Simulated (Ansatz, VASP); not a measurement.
Two plane-wave programs on Hf

```
Hf
1.0
     0.00000    2.04240    2.04240
     2.04240    0.00000    2.04240
     2.04240    2.04240    0.00000
Hf
1
Direct
  0.00000 0.00000 0.00000
```

Change from the starting cell: strain -0.080 along x and y, -0.080 along z, atoms carried along.

Alike in both runs: task single point; functional r2SCAN; k mesh 18 × 18 × 18; occupations gaussian, width 0.15 eV; no spin polarisation.

|  | VASP | Ansatz |
| --- | --- | --- |
| version | VASP 6.6.1 | Ansatz 0.2.0 |
| potentials or method | VASP PAW PBE potentials, release 64 (Hf_pv), cutoff 520 eV | scalar-relativistic, plane waves, PAW |
| valence electrons in the cell | 10 | 26 |

|  | VASP | Ansatz | Ansatz less VASP |
| --- | --- | --- | --- |
| gap on the k mesh at the Fermi level (eV) | none | none | - |
| pressure (GPa) | 43.6 | 44.0 | +0.41 |

VASP's potentials were made for PBE, not for r2SCAN. A gap of «none» marks a metal or a gap that the smearing closes. Both programs put the cell under a high pressure, so it lies far from rest at this level. VASP's potentials hold 10 valence electrons a cell and Ansatz's 26, so a difference there can come from the potentials and not from the codes.

Neither program's run includes spin-orbit coupling.
